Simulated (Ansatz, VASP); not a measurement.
Two plane-wave programs on CaSe

```
Ca Se
1.0
     4.06509    0.00000    0.00000
    -2.03255    3.52047    0.00000
     0.00000    0.00000    7.05211
Ca Se
2 2
Direct
  0.00000 0.00000 0.00000
  0.00000 0.00000 0.50000
  0.33333 0.66667 0.25000
  0.66667 0.33333 0.75000
```

Alike in both runs: task single point; functional PBE; k mesh 6 × 6 × 4; no spin polarisation.

|  | VASP | Ansatz |
| --- | --- | --- |
| version | VASP 6.6.1 | Ansatz 0.2.0 |
| potentials or method | VASP PAW PBE potentials, release 64 (Ca_sv, Se) | plane waves, PAW |
| plane-wave cutoff (eV) | 520 | 420 |
| occupations | gaussian, width 0.01 eV | fixed |
| valence electrons in the cell | 32 | 52 |

VASP gave:

* gap on the k mesh at the Fermi level (eV): 2.11
* pressure (GPa): 3.5
* traceless stress, the component that is largest in VASP (GPa): 0.29

Problem. What did Ansatz give for the same quantities?

Solution. gap on the k mesh at the Fermi level (eV): 2.12; pressure (GPa): 3.3; traceless stress, the component that is largest in VASP (GPa): 0.27.

VASP's potentials hold 32 valence electrons a cell and Ansatz's 52, so a difference there can come from the potentials and not from the codes.
